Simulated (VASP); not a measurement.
A run of VASP 6.6.1:

INCAR

```
PREC = Accurate
ENCUT = 600
EDIFF = 1E-6
ISMEAR = 0
SIGMA = 0.02
LREAL = F
LASPH = T
NELM = 120
ALGO = Normal
ISIF = 2
LWAVE = F
LCHARG = F
GGA = PS
NBANDS = 25
GGA_COMPAT = F
```

Contents of KPOINTS:

```
Automatic mesh
0
Gamma
  6 6 8
```

The input POSCAR:

```
MgF2
1.0
    4.6382900967      0.0000000000      0.0000000000
    0.0000000000      4.6382900967      0.0000000000
    0.0000000000      0.0000000000      3.0625603099
Mg F
2 4
Direct
    0.0000000000      0.0000000000      0.0000000000
    0.5000000000      0.5000000000      0.5000000000
    0.3033942655      0.3033942655      0.0000000000
    0.1966057345      0.8033942655      0.5000000000
    0.6966057345      0.6966057345      0.0000000000
    0.8033942655      0.1966057345      0.5000000000
```

Potentials or basis: VASP PAW PBE potentials, release 64 (Mg, F).

Command:

```console
$ cat potpaw_PBE.64/Mg/POTCAR potpaw_PBE.64/F/POTCAR > POTCAR
$ mpirun -np 1 vasp_std > vasp.out
```

Hardware: 1 thread of Intel(R) Xeon(R) 6975P-C (Granite Rapids), with other jobs on the host.

Problem. How long does it take, and how much memory?

Solution. Wall time 32 s on 1 thread of Intel(R) Xeon(R) 6975P-C (Granite Rapids), on a shared host, peak memory 0.23 GiB. Counts: scf iterations 11, k points 50.
